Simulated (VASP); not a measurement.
## Pd: single point with r2SCAN

Crystal: Pd.

```
Pd
1.0
     0.00000    1.95458    1.95458
     1.95458    0.00000    1.95458
     1.95458    1.95458    0.00000
Pd
1
Direct
  0.00000 0.00000 0.00000
```

```json
{"Program": "VASP 6.6.1", "Task": "single point", "Functional": "r2SCAN", "Potentials or basis": "VASP PAW PBE potentials, release 64 (Pd)", "Cutoff": "520 eV", "k mesh": "19 × 19 × 19", "Occupations": "gaussian, width 0.1 eV", "Spin": "no spin polarisation", "Dipole correction": "no", "Further INCAR settings": "ALGO = Normal; EDIFF = 1e-06; NBANDS = 11"}
```

| Item | Value |
| --- | --- |
| Pressure | 0.6 GPa |
| Band gap on the k mesh | zero (band 5 reaches 9.69 eV, above the bottom of band 6 at 8.07 eV) |

Levels at points of the mesh, in eV from the Fermi level:
```
           k point  band 3  band 4  band 5  band 6  band 7  band 8
(0.00, 0.00, 0.00)   -2.87   -2.87   -1.29   -1.29   17.99   22.51
```

It took 69 s on 1 thread of Intel(R) Xeon(R) Platinum 8488C (Sapphire Rapids) (shared host), peak memory 0.17 GiB.

Caveat: the PAW data sets were made with another functional, which shifts forces and pressure a little.
